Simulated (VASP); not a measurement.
Write the native input for VASP 6.6.1 that does the following.

```
Task                   : single point
Functional             : PBE
Potentials or basis    : VASP PAW PBE potentials, release 64 (Tc_pv)
Cutoff                 : 520 eV
k mesh                 : 13 × 13 × 7
Occupations            : fermi-dirac, width 0.08 eV
Spin                   : no spin polarisation
Dipole correction      : no
Further INCAR settings : ALGO = Normal; EDIFF = 1e-06; NBANDS = 20
```

The structure of Tc lies in POSCAR:

```
Tc
1.0
    2.7400001704      0.0000000000      0.0000000000
   -1.3700000852      2.3729097540      0.0000000000
    0.0000000000      0.0000000000      4.3980000000
Tc
2
Direct
    0.3333333333      0.6666666667      0.2500000000
    0.6666666667      0.3333333333      0.7500000000
```

The input as run:

INCAR

```
ALGO     = Normal         # electronic algorithm
EDIFF    = 1E-6           # SCF threshold, eV
ENCUT    = 520            # plane-wave cutoff, eV
GGA      = PE             # functional
ISIF     = 2              # what is computed and relaxed
ISMEAR   = -1             # smearing method
LASPH    = True           # aspherical terms in the spheres
LCHARG   = False          # write CHGCAR
LREAL    = False          # projectors in reciprocal space
LWAVE    = False          # write WAVECAR
NBANDS   = 20             # bands
NELM     = 60             # most SCF steps
PREC     = Accurate       # precision mode
SIGMA    = 0.08           # smearing width, eV
```

KPOINTS

```
k-points
0
Gamma
  13 13 7
```

Potentials or basis: VASP PAW PBE potentials, release 64 (Tc_pv).

Command:

```console
$ cat potpaw_PBE.64/Tc_pv/POTCAR > POTCAR
$ mpirun -np 1 vasp_std > vasp.out
```

It gave:

```
Pressure               : 2.6 GPa
Band gap on the k mesh : zero (bands 13 and 14 overlap by 3.35 eV)
```

Run time: 19 s on 1 thread of AMD EPYC 9R45 96-Core Processor (Zen 5), with other jobs on the host, peak memory 0.13 GiB.
